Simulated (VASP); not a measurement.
# CoSi (NiAs type) (P6_3/mmc) in VASP: relaxation of cell and atoms with PBE

Aim: the relaxation of cell and atoms of CoSi (NiAs type) with PBE.

All numbers are computed with VASP 6.6.1; they aren't measurements. Logs are shortened: lines on timing, memory, paths and dates and some standing lists are left out, and cuts for length are marked.

### 1 The cell of the first run

It takes space group P6_3/mmc (No. 194, hexagonal). Conventional cell: a = 2.980 Å, b = 2.980 Å, c = 4.619 Å, α = 90.00°, β = 90.00°, γ = 120.00°. Within 2.7 Å of Co (site symmetry -3m) lie 6 Si at 2.07 Å and 2 Co at 2.31 Å. Within 2.7 Å of Si (site symmetry -6m2) lie 6 Co at 2.07 Å.

### 2 Relaxation of cell and atoms, PBE, target pressure 120 GPa, at which the enthalpy is minimised

INCAR

```
PREC = Accurate
ENCUT = 600
EDIFF = 1E-6
ISMEAR = -1
SIGMA = 0.1
LREAL = F
LASPH = T
NELM = 60
ALGO = Normal
ISIF = 3
LWAVE = F
LCHARG = F
GGA = PE
IBRION = 2
NSW = 60
EDIFFG = -0.005
PSTRESS = 1200.0
```

KPOINTS

```
Automatic mesh
0
Gamma
  12 12 7
```

POSCAR

```
CoSi
1.0
    2.9800012789      0.0000000000      0.0000000000
   -1.4900006394      2.5807568108      0.0000000000
    0.0000000000      0.0000000000      4.6190019823
Co Si
2 2
Direct
    0.0000000000      0.0000000000      0.0000000000
    0.0000000000      0.0000000000      0.5000000000
    0.3333333333      0.6666666667      0.2500000000
    0.6666666667      0.3333333333      0.7500000000
```

Potentials or basis: VASP PAW PBE potentials, release 64 (Co, Si).

Run with:

```console
$ cat potpaw_PBE.64/Co/POTCAR potpaw_PBE.64/Si/POTCAR > POTCAR
$ mpirun -np 1 vasp_std > vasp.out
```

OUTCAR:

```text
PREC = Accurate
   ENCUT = 600
   EDIFF = 1E-6
   ISMEAR = -1
   LREAL = F
   LASPH = T
   NELM = 60
   ISIF = 3
   GGA = PE
   IBRION = 2
   NSW = 60
   EDIFFG = -0.005
   PSTRESS = 1200.0

 ion  position               nearest neighbor table
   1  0.000  0.000  0.000-   3 2.07   4 2.07   3 2.07   4 2.07   4 2.07   3 2.07   2 2.31   2 2.31

   2  0.000  0.000  0.500-   3 2.07   4 2.07   3 2.07   4 2.07   4 2.07   3 2.07   1 2.31   1 2.31

   3  0.333  0.667  0.250-   1 2.07   2 2.07   1 2.07   2 2.07   1 2.07   2 2.07   4 2.88   4 2.88
                             4 2.88   4 2.88   4 2.88   4 2.88
   4  0.667  0.333  0.750-   1 2.07   2 2.07   1 2.07   2 2.07   1 2.07   2 2.07   3 2.88   3 2.88
                             3 2.88   3 2.88   3 2.88   3 2.88

  LATTYP: Found a hexagonal cell.
 ALAT       =     2.9800012789
 C/A-ratio  =     1.5500000000

  Lattice vectors:

 A1 = (   2.9800012789,   0.0000000000,   0.0000000000)
 A2 = (  -1.4900006394,   2.5807568108,   0.0000000000)
 A3 = (   0.0000000000,   0.0000000000,   4.6190019823)

Analysis of symmetry for initial positions (statically):
=====================================================================
 Subroutine PRICEL returns:
 Original cell was already a primitive cell.

 Routine SETGRP: Setting up the symmetry group for a
 hexagonal supercell.

 Subroutine GETGRP returns: Found 24 space group operations
 (whereof 12 operations were pure point group operations)
 out of a pool of 24 trial point group operations.

The static configuration has the point symmetry D_3d.
 The point group associated with its full space group is D_6h.

Analysis of symmetry for dynamics (positions and initial velocities):
=====================================================================
 Subroutine PRICEL returns:
 Original cell was already a primitive cell.

 Routine SETGRP: Setting up the symmetry group for a
 hexagonal supercell.

 Subroutine GETGRP returns: Found 24 space group operations
 (whereof 12 operations were pure point group operations)
 out of a pool of 24 trial point group operations.

The dynamic configuration has the point symmetry D_3d.
 The point group associated with its full space group is D_6h.

 Subroutine INISYM returns: Found 24 space group operations
 (whereof 12 operations are pure point group operations),
 and found     1 'primitive' translations

----------------------------------------------------------------------------------------

                                     Primitive cell

  volume of cell :      35.5232

  direct lattice vectors                    reciprocal lattice vectors
     2.980001279  0.000000000  0.000000000     0.335570326  0.193741618  0.000000000
    -1.490000639  2.580756811  0.000000000     0.000000000  0.387483236  0.000000000
     0.000000000  0.000000000  4.619001982     0.000000000  0.000000000  0.216496984

  length of vectors
     2.980001279  2.980001279  4.619001982     0.387483236  0.387483236  0.216496984

  position of ions in fractional coordinates (direct lattice)
     0.000000000  0.000000000  0.000000000
     0.000000000  0.000000000  0.500000000
     0.333333333  0.666666667  0.250000000
     0.666666667  0.333333333  0.750000000

  ion indices of the primitive-cell ions
   primitive index   ion index
                 1           1
                 2           2
                 3           3
                 4           4

----------------------------------------------------------------------------------------

 KPOINTS: Automatic mesh

Automatic generation of k-mesh.
 Grid dimensions read from file:
 generate k-points for:   12   12    7

 Generating k-lattice:

  Cartesian coordinates                     Fractional coordinates (reciprocal lattice)
     0.027964194  0.016145135  0.000000000     0.083333333  0.000000000  0.000000000
     0.000000000  0.032290270  0.000000000     0.000000000  0.083333333  0.000000000
     0.000000000  0.000000000  0.030928141     0.000000000  0.000000000  0.142857143

  Length of vectors
     0.032290270  0.032290270  0.030928141

  Shift w.r.t. Gamma in fractional coordinates (k-lattice)
     0.000000000  0.000000000  0.000000000

 Subroutine IBZKPT returns following result:
 ===========================================

 Found     76 irreducible k-points:

 Following reciprocal coordinates:
            Coordinates               Weight
  0.000000  0.000000  0.000000      1.000000
  0.083333 -0.000000  0.000000      6.000000
  0.166667  0.000000  0.000000      6.000000
  0.250000  0.000000  0.000000      6.000000
  0.333333  0.000000  0.000000      6.000000
  0.416667 -0.000000  0.000000      6.000000
[... 16 lines left out ...]
  0.250000  0.000000  0.142857     12.000000
  0.333333  0.000000  0.142857     12.000000
 [... further k-points ...]
   k-points           NKPTS =     76   k-points in BZ     NKDIM =     76   number of bands    NBANDS=     17
   number of dos      NEDOS =    301   number of ions     NIONS =      4
   total plane-waves  NPLWV =  23040
   dimension x,y,z NGX =    24 NGY =   24 NGZ =   40
   dimension x,y,z NGXF=    48 NGYF=   48 NGZF=   80
   ions per type =               2   2
   NGX,Y,Z   is equivalent  to a cutoff of  13.39, 13.39, 14.40 a.u.
   NGXF,Y,Z  is equivalent  to a cutoff of  26.78, 26.78, 28.79 a.u.
 SYSTEM =  unknown system
   PREC   = accura    normal or accurate (medium, high low for compatibility)
   ISTART =      0    job   : 0-new  1-cont  2-samecut
   ICHARG =      2    charge: 1-file 2-atom 10-const
   ISPIN  =      1    spin polarized calculation?
   LNONCOLLINEAR =      F non collinear calculations
   LSORBIT =      F    spin-orbit coupling
   LASPH  =      T    aspherical Exc in radial PAW
   ENCUT  =  600.0 eV  44.10 Ry    6.64 a.u.   5.95  5.95  9.23*2*pi/ulx,y,z
   NELM   =     60;   NELMIN=  2; NELMDL= -5     # of ELM steps
   EDIFF  = 0.1E-05   stopping-criterion for ELM
   LREAL  =      F    real-space projection
   EDIFFG = -.5E-02   stopping-criterion for IOM
   NSW    =     60    number of steps for IOM
   IBRION =      2    ionic relax: 0-MD 1-quasi-New 2-CG
   NFREE  =      1    steps in history (QN), initial steepest desc. (CG)
   ISIF   =      3    stress and relaxation
   ISYM   =      2    0-nonsym 1-usesym 2-fastsym
   POTIM  = 0.5000    time-step for ionic-motion
   TEBEG  =    0.0;   TEEND  =   0.0 temperature during run
   PSTRESS= 1200.0 pullay stress
   NELECT =      26.0000    total number of electrons
   NUPDOWN=      -1.0000    fix difference up-down
   EMIN   =  10.00;   EMAX   =-10.00  energy-range for DOS
   EFERMI =   0.00;   METHOD = LEGACY
   ISMEAR =    -1;   SIGMA  =   0.10  broadening in eV -4-tet -1-fermi 0-gaus
   EFERMI_NEDOS =   21; number of points for ismear=-14 and -15
   IALGO  =     38    algorithm
   IMIX   =      4    mixing-type and parameters
     AMIX     =   0.40;   BMIX     =  1.00
     AMIX_MAG =   1.60;   BMIX_MAG =  1.00
  volume/ion in A,a.u.               =       8.88        59.93
  Fermi-wavevector in a.u.,A,eV,Ry     =   1.475351  2.788009 29.615269  2.176661
  Thomas-Fermi vector in A             =   2.590011
   LORBIT       =      0    0 simple, 1 ext, 2 COOP (PROOUT), +10 PAW based schemes
   GGA     = PE    functional components
   LHFCALC =     F    Hartree Fock is set to
   AEXX    =    0.0000 exact exchange contribution
   IVDW    =     0    specifies the selected vdW correction
   LEPSILON=     F    determine dielectric tensor
   LRPA    =     F    only Hartree local field effects (RPA)
 conjugate gradient relaxation of ions
 non-spin polarized calculation
  energy-cutoff  :      600.00
  volume of cell :       35.52
 maximum number of plane-waves:      1212
 NGX is ok and might be reduce to    24
   NGX = 11   NGY = 11   NGZ = 19

--------------------------------------- Ionic step        1  -------------------------------------------

 number of electron      26.0000004 magnetization

 Free energy of the ion-electron system (eV)
  ---------------------------------------------------
  ext. energy  EPLUGINS =         0.00000000
  ---------------------------------------------------
  free energy    TOTEN  =       -22.36919018 eV

  energy without entropy =      -22.32312660  energy(sigma->0) =      -22.34615839

------------------------ aborting loop because EDIFF is reached ----------------------------------------

  FORCE on cell =-STRESS in cart. coord.  units (eV):
  Direction    XX          YY          ZZ          XY          YZ          ZX
  --------------------------------------------------------------------------------------
  -------------------------------------------------------------------------------------
  Total       26.8847939     26.8847939     29.0411298      0.0000000      0.0000000      0.0000000
  in kB     1212.5666320   1212.5666320   1309.8223874      0.0000000      0.0000000      0.0000000
  external PRESSURE =      44.9852171 kB  Pullay stress =    1200.0000000 kB

 VOLUME and BASIS-vectors are now :
 -----------------------------------------------------------------------------
  energy-cutoff  :      600.00
  volume of cell :       35.52
      direct lattice vectors                 reciprocal lattice vectors
     2.980001279  0.000000000  0.000000000     0.335570326  0.193741618  0.000000000
    -1.490000639  2.580756811  0.000000000     0.000000000  0.387483236  0.000000000
     0.000000000  0.000000000  4.619001982     0.000000000  0.000000000  0.216496984
[... 250 lines left out ...]
  FREE ENERGIE OF THE ION-ELECTRON SYSTEM (eV)
  ---------------------------------------------------
  free  energy   TOTEN  =       -22.5494845294 eV

  energy  without entropy=      -22.4997639840  energy(sigma->0) =      -22.52462426

  enthalpy is  TOTEN    =         4.2096692186 eV   P V=       26.7591537480

--------------------------------------- Ionic step        8  -------------------------------------------

 number of electron      25.9999995 magnetization

 Free energy of the ion-electron system (eV)
  ---------------------------------------------------
  ext. energy  EPLUGINS =         0.00000000
  ---------------------------------------------------
  free energy    TOTEN  =       -22.49995678 eV

  energy without entropy =      -22.45049296  energy(sigma->0) =      -22.47522487

 E-fermi :  15.3749     XC(G=0): -13.8105

 val. band max:       15.3186474167   @ k =   0.3333   0.1667   0.0000
 cond. band min:      15.3955496540   @ k =   0.3333   0.0833   0.0000
 fundamental gap:      0.0769022373
 Fermi energy:        15.3748523220

 k-point     1 :       0.0000    0.0000    0.0000
  band No.  band energies     occupation
      1       0.3654      2.00000
      2       6.3424      2.00000
      3       6.6156      2.00000
      4      10.3048      2.00000
      5      10.6132      2.00000
      6      10.6132      2.00000
[... 9 lines left out ...]
     16      22.3677      0.00000
     17      23.4207      0.00000
[... 441 lines left out ...]
 k-point    24 :       0.3333    0.0000    0.1429
  band No.  band energies     occupation
      1       2.9931      2.00000
      2       6.3984      2.00000
      3       8.5857      2.00000
      4       9.2243      2.00000
      5      10.3489      2.00000
      6      10.6125      2.00000
[... 9 lines left out ...]
     16      19.7108      0.00000
     17      21.5086      0.00000

 [... further k-points ...]

------------------------ aborting loop because EDIFF is reached ----------------------------------------

  FORCE on cell =-STRESS in cart. coord.  units (eV):
  Direction    XX          YY          ZZ          XY          YZ          ZX
  --------------------------------------------------------------------------------------
  -------------------------------------------------------------------------------------
  Total       26.7197035     26.7197035     26.6985281      0.0000000      0.0000000      0.0000000
  in kB     1200.4665669   1200.4665668   1199.5151962      0.0000001      0.0000000      0.0000000
  external PRESSURE =       0.1494433 kB  Pullay stress =    1200.0000000 kB

 VOLUME and BASIS-vectors are now :
 -----------------------------------------------------------------------------
  energy-cutoff  :      600.00
  volume of cell :       35.66
      direct lattice vectors                 reciprocal lattice vectors
     2.946350085  0.000000000  0.000000000     0.339402980  0.195954402 -0.000000000
    -1.473175043  2.551614022  0.000000000    -0.000000000  0.391908804 -0.000000000
    -0.000000000  0.000000000  4.743433527     0.000000000 -0.000000000  0.210817754

 POSITION                                       TOTAL-FORCE (eV/Angst)
 -----------------------------------------------------------------------------------
      0.00000      0.00000      0.00000         0.000000     -0.000000      0.000000
     -0.00000      0.00000      2.37172         0.000000      0.000000      0.000000
     -0.00000      1.70108      1.18586        -0.000000      0.000000      0.000000
      1.47318      0.85054      3.55758         0.000000     -0.000000     -0.000000
 -----------------------------------------------------------------------------------
    total drift:                               -0.000000      0.000000      0.000000

  FREE ENERGIE OF THE ION-ELECTRON SYSTEM (eV)
  ---------------------------------------------------
  free  energy   TOTEN  =       -22.4999567818 eV

  energy  without entropy=      -22.4504929569  energy(sigma->0) =      -22.47522487

  enthalpy is  TOTEN    =         4.2093619753 eV   P V=       26.7093187572

 reached required accuracy - stopping structural energy minimisation
```

It took 4 min on 1 thread of Intel Xeon 8259CL, shared host; peak memory 0.2 GiB.

Results:

```yaml
Free_energy: -22.5000 eV
Relaxed_volume: 8.92 Å³/atom
Relaxed_cell: a = 2.946 Å, b = 2.946 Å, c = 4.743 Å, α = 90.00°, β = 90.00°, γ = 120.00°
Space_group_after_relaxing_to_0.1_Å: P6_3/mmc (No. 194)
Energy_change_on_relaxing_the_run_minimises_the_enthalpy: -32.7 meV/atom
Ionic_steps: 8
Pressure_after_relaxing: 120.0 GPa
Band_gap_on_the_k_mesh: zero (bands 13 and 14 overlap by 3.43 eV)
```

Step by step:
| step | energy change (eV) | largest force (eV/Å) | pressure (GPa) | volume (Å³) |
| --- | --- | --- | --- | --- |
| 1 | 0.0000 | 0.0000 | 124.50 | 35.52 |
| 2 | -0.9259 | 0.0000 | 101.63 | 36.81 |
| 3 | -0.3195 | 0.0000 | 116.77 | 35.93 |
| 4 | -0.1422 | 0.0000 | 119.96 | 35.68 |
| 5 | -0.1242 | 0.0000 | 120.25 | 35.65 |
| 6 | -0.1198 | 0.0000 | 120.39 | 35.65 |
| 7 | -0.1803 | 0.0000 | 118.95 | 35.73 |
| 8 | -0.1308 | 0.0000 | 120.01 | 35.66 |

Final structure:
```
CELL_PARAMETERS angstrom
2.94635 0.00000 0.00000
-1.47318 2.55161 0.00000
0.00000 0.00000 4.74343
ATOMIC_POSITIONS crystal
Co 0.00000 0.00000 0.00000
Co 0.00000 0.00000 0.50000
Si 0.33333 0.66667 0.25000
Si 0.66667 0.33333 0.75000
```

Levels at points of the mesh, in eV from the Fermi level:
```csv
k point,band 11,band 12,band 13,band 14,band 15,band 16
"(0.00, 0.00, 0.00)",-1.42,-1.42,1.05,5.49,5.49,6.99
"(0.50, 0.00, 0.00)",-1.77,-1.26,-1.13,-0.84,0.19,3.65
```

Caveat: the cell is relaxed towards a set pressure, so the run minimises the enthalpy, not the energy.

The gap in the log of VASP goes by the Fermi energy; the results here count the filled bands.